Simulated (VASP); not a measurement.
Input of a VASP 6.6.1 run:

POSCAR

```
BaTiO3
1.0
    3.9940965264      0.0000000000      0.0000000000
    0.0000000000      3.9940965264      0.0000000000
    0.0000000000      0.0000000000      3.9940965264
Ba Ti O
1 1 3
Direct
    0.0000000000      0.0000000000      0.0000000000
    0.5000000000      0.5000000000      0.5000000000
    0.5000000000      0.5000000000      0.0000000000
    0.5000000000      0.0000000000      0.5000000000
    0.0000000000      0.5000000000      0.5000000000
```

INCAR.step1

```
SYSTEM = BaTiO3
ALGO = Normal
EDIFF = 1E-5
ENCUT = 1480
GGA = PE
GGA_COMPAT = .FALSE.
ISMEAR = -1
LASPH = .TRUE.
LCHARG = .FALSE.
LREAL = .FALSE.
LWAVE = .TRUE.
NBANDS = 28
NELM = 120
PREC = Accurate
SIGMA = 0.02
```

File INCAR.step2:

```
SYSTEM = BaTiO3
ALGO = Normal
EDIFF = 1E-6
ENCUT = 1480
GGA_COMPAT = .FALSE.
ISIF = 2
ISMEAR = -1
ISTART = 1
LASPH = .TRUE.
LCHARG = .FALSE.
LMIXTAU = .TRUE.
LREAL = .FALSE.
LWAVE = .FALSE.
METAGGA = R2SCAN
NBANDS = 28
NELM = 120
PREC = Accurate
SIGMA = 0.02
```

Contents of KPOINTS:

```
k-points
0
G
  6 6 6
  0 0 0
```

Potentials or basis: VASP PAW PBE potentials, release 64 (Ba_sv, Ti_sv, O_h).

Command:

```bash
$ cat potpaw_PBE.64/Ba_sv/POTCAR potpaw_PBE.64/Ti_sv/POTCAR potpaw_PBE.64/O_h/POTCAR > POTCAR
$ cp INCAR.step1 INCAR
$ mpirun -np 1 vasp_std > vasp.out
$ cp INCAR.step2 INCAR
$ mpirun -np 1 vasp_std > vasp.out
```

Problem. Predict the pressure.

Solution. 1.7 GPa.

Problem. What does it give for the band gap on the k mesh?

Solution. 2.16 eV (least direct gap 2.30 eV).

Caveat: the PAW data sets were made with another functional, which shifts forces and pressure a little; spin-orbit coupling is left out, which moves the levels of the heavy elements. A k mesh can miss the band edges.
